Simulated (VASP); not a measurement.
Zn, 2 atoms in the cell. It takes space group P4/nmm (No. 129, tetragonal). Conventional cell: a = 3.623 Å, b = 3.623 Å, c = 2.398 Å, α = 90.00°, β = 90.00°, γ = 90.00°. Within 3.2 Å of Zn (site symmetry 4mm) lie 10 Zn at 2.40 to 2.94 Å. The cell was generated, and may not be a known phase.

* Program: VASP 6.6.1
* Task: relaxation of cell and atoms
* Functional: PBE
* Potentials or basis: VASP PAW PBE potentials, release 64 (Zn)
* Cutoff: 600 eV
* k mesh: 6 × 6 × 8
* Occupations: gaussian, width 0.1 eV
* Spin: no spin polarisation
* Dipole correction: no
* Further INCAR settings: ALGO = Fast; EDIFF = 1e-07; IBRION = 2; EDIFFG = -0.04; NSW = 90; ISIF = 3

Potentials or basis: VASP PAW PBE potentials, release 64 (Zn).

Launch:

```bash
$ cat potpaw_PBE.64/Zn/POTCAR > POTCAR
$ mpirun -np 1 vasp_std > vasp.out
```

Hardware: 1 thread of Intel(R) Xeon(R) Platinum 8259CL CPU @ 2.50GHz (Skylake/Cascade Lake), with other jobs on the host.

Problem. How long does it take, and how much memory?

Solution. Wall time 3.3 min on 1 thread of Intel(R) Xeon(R) Platinum 8259CL CPU @ 2.50GHz (Skylake/Cascade Lake), on a shared host, peak memory 0.17 GiB. Counts: scf iterations 105, k points 50, ion steps 11.
